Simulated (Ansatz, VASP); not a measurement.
## W in VASP and in Ansatz

```
W
1.0
    -1.58516    1.58516    1.58516
     1.58516   -1.58516    1.58516
     1.58516    1.58516   -1.58516
W
1
Cartesian
  0.0000 0.0000 0.0000
```

Alike in both runs: task single point; functional PBEsol; k mesh 4 × 4 × 4; occupations gaussian, width 0.1 eV; no spin polarisation.

```csv
,VASP,Ansatz
version,VASP 6.6.1,Ansatz 0.2.0
potentials or method,"VASP PAW PBE potentials, release 64 (W_sv), cutoff 500 eV","scalar-relativistic, plane waves, PAW"
valence electrons in the cell,14,14
```

Ansatz gave:

```
gap on the k mesh at the Fermi level (eV) : none
pressure (GPa)                            : -5.8
```

Which values does VASP return?

gap on the k mesh at the Fermi level (eV): none; pressure (GPa): -5.2.

VASP's potentials were made for PBE, not for PBEsol. A gap of «none» marks a metal or a gap that the smearing closes. With one functional, cell and mesh, what is left measures potentials, basis and numerics.

The k mesh is coarse, so the values compare programs but aren't converged. Neither program's run includes spin-orbit coupling.
